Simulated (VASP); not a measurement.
**H6C2O: single point with PBE+D3(BJ)**

The system is H6C2O.

```
CELL_PARAMETERS angstrom
7.96022 0.00000 0.00000
0.00000 7.96022 0.00000
0.00000 0.00000 7.96022
ATOMIC_POSITIONS crystal
C 0.93614 0.49762 0.02570
C 0.77679 0.57008 0.96132
C 0.46494 0.51153 0.46921
C 0.32694 0.40437 0.40039
C 0.54032 0.99222 0.81606
C 0.69150 0.10456 0.84576
C 0.14100 0.90558 0.35807
C 0.99101 0.01590 0.31527
O 0.64503 0.49208 0.05524
O 0.24817 0.31561 0.53531
O 0.83677 0.00193 0.88616
O 0.83444 0.93701 0.35995
H 0.54947 0.57049 0.04951
H 0.77588 0.70477 0.97699
H 0.76021 0.53661 0.82596
H 0.03152 0.56591 0.95955
H 0.95490 0.51798 0.15844
H 0.93869 0.36682 0.98588
H 0.15522 0.24643 0.49002
H 0.23371 0.48072 0.33190
H 0.39151 0.31549 0.31218
H 0.50737 0.58983 0.36278
H 0.43170 0.58104 0.58555
H 0.57003 0.43526 0.50191
H 0.92871 0.07338 0.86367
H 0.71940 0.17028 0.72302
H 0.65960 0.19625 0.95166
H 0.41975 0.07054 0.83156
H 0.52715 0.92969 0.69375
H 0.53770 0.90900 0.92813
H 0.75017 0.98766 0.29067
H 0.00663 0.13769 0.37620
H 0.99967 0.02682 0.18736
H 0.25085 0.96329 0.29581
H 0.16761 0.88628 0.49528
H 0.12434 0.77958 0.30791
```

```json
{"Program": "VASP 6.6.1", "Task": "single point", "Functional": "PBE", "Dispersion": "D3(BJ)", "Potentials or basis": "VASP PAW PBE potentials, release 64 (C, O, H)", "Cutoff": "520 eV", "k mesh": "1 × 1 × 1", "Occupations": "fermi-dirac, width 0.002 eV", "Spin": "no spin polarisation"}
```

The pressure is 0.5 GPa. The largest force is 3.056 eV/Å. The band gap on the k mesh is 4.42 eV. The dispersion energy per atom is -0.028 eV.

Forces on the atoms (eV/Å):
```
C    0.137  0.062 -0.824
C   -0.428 -0.685 -0.299
C   -0.174  0.814 -0.010
C    0.035 -0.585 -0.218
C   -1.601  0.914  1.270
C   -0.314  0.534 -0.751
C    0.296 -0.052  0.934
C    0.152 -1.443  2.383
O   -1.344  0.612  0.273
O   -0.607 -0.540  0.010
O   -1.343 -0.487  0.385
O    0.784 -0.045  0.509
H    0.269 -0.611  0.077
H   -0.104  0.701 -0.061
H    0.140  0.353  0.249
H    1.082  0.154 -0.399
H   -0.112 -0.176  0.589
H    0.366 -0.433  0.378
H    0.625  0.436  0.207
H   -0.023 -0.056 -0.086
H   -0.582  0.183  0.014
H    0.061  0.338  0.504
H   -0.148  0.163 -0.619
H    0.912 -0.701  0.314
H    1.400  0.678 -0.191
H   -0.141  0.115  0.881
H    0.486 -0.580 -0.978
H    1.170 -0.543 -0.270
H    0.489 -0.219  0.250
H   -0.157 -0.389 -0.605
H   -0.566  0.266 -0.403
H   -0.276  0.541  0.121
H   -0.221  0.743 -2.956
H    0.023 -0.179  0.289
H   -0.182  0.404 -0.628
H   -0.104 -0.288 -0.339
```

Stress tensor (GPa, compression positive):
```
 1.20  0.44  0.00
 0.44  0.54 -0.55
 0.00 -0.55 -0.38
```

Levels at points of the mesh, in eV from the valence-band top:
```csv
k point,band 38,band 39,band 40,band 41,band 42,band 43
"(0.00, 0.00, 0.00)",-0.30,-0.12,0.00,4.42,5.36,5.68
```

Wall time 89 s on 1 thread of Intel(R) Xeon(R) Platinum 8259CL CPU @ 2.50GHz (Skylake/Cascade Lake), on a shared host, peak memory 0.44 GiB.

Caveat: the k points lie up to 0.79 Å⁻¹ apart; the atoms stand as in a frame of molecular dynamics.
